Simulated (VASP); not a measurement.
SiNi3: single point with PBEsol

SiNi3:

```xyz
4
Lattice="3.5886 0.0000 0.0000 0.0000 3.5886 0.0000 0.0000 0.0000 3.5886" Properties=species:S:1:pos:R:3 pbc="T T T"
Ni    1.7943    1.7943    0.0000
Ni    1.7943    0.0000    1.7943
Ni    0.0000    1.7943    1.7943
Si    0.0000    0.0000    0.0000
```

```yaml
Program: VASP 6.6.1
Task: single point
Functional: PBEsol
Potentials_or_basis: VASP PAW PBE potentials, release 64 (Ni, Si)
Cutoff: 520 eV
k_mesh: 8 × 8 × 8
Occupations: fermi-dirac, width 0.05 eV
Spin: collinear spin, ferromagnetic start
Starting_moments: "[1.0, 1.0, 1.0, 0.0] μB"
```

* Pressure: -19.9 GPa
* Band gap on the k mesh: zero (filled and empty bands overlap)
* Net moment: 0.00 μB per cell
* Valence electrons inside the program's atomic spheres: Ni 9.34; Si 1.51

Levels at points of the mesh, in eV from the Fermi level:
Spin up:
```tsv
k point	band 15	band 16	band 17	band 18	band 19	band 20
(0.00, 0.00, 0.00)	-0.55	-0.27	0.02	0.02	0.02	4.20
(0.50, 0.00, 0.00)	-1.03	-0.49	0.02	3.36	3.36	4.67
(0.50, 0.50, 0.00)	-1.01	-0.92	-0.87	0.59	0.59	5.20
(0.50, 0.50, 0.50)	-1.12	-0.30	-0.20	-0.20	-0.20	0.94
```
Spin down:
| k point | band 13 | band 14 | band 15 | band 16 | band 17 | band 18 | band 19 | band 20 | band 21 | band 22 |
| --- | --- | --- | --- | --- | --- | --- | --- | --- | --- | --- |
| (0.00, 0.00, 0.00) | -0.80 | -0.55 | -0.55 | -0.27 | 0.02 | 0.02 | 0.02 | 4.20 | 6.00 | 6.00 |
| (0.50, 0.00, 0.00) | -1.19 | -1.15 | -1.03 | -0.49 | 0.02 | 3.36 | 3.36 | 4.67 | 5.08 | 5.08 |
| (0.50, 0.50, 0.00) | -1.29 | -1.28 | -1.01 | -0.92 | -0.87 | 0.59 | 0.59 | 5.20 | 5.99 | 7.41 |
| (0.50, 0.50, 0.50) | -1.29 | -1.12 | -1.12 | -0.30 | -0.19 | -0.19 | -0.19 | 0.94 | 3.71 | 3.71 |

It took 2.6 min on 1 thread of Intel Xeon 8259CL, with other jobs on the host, peak memory 0.21 GiB.

Caveat: the cell stands under tension; the PAW data sets were made with another functional, which shifts forces and pressure a little.
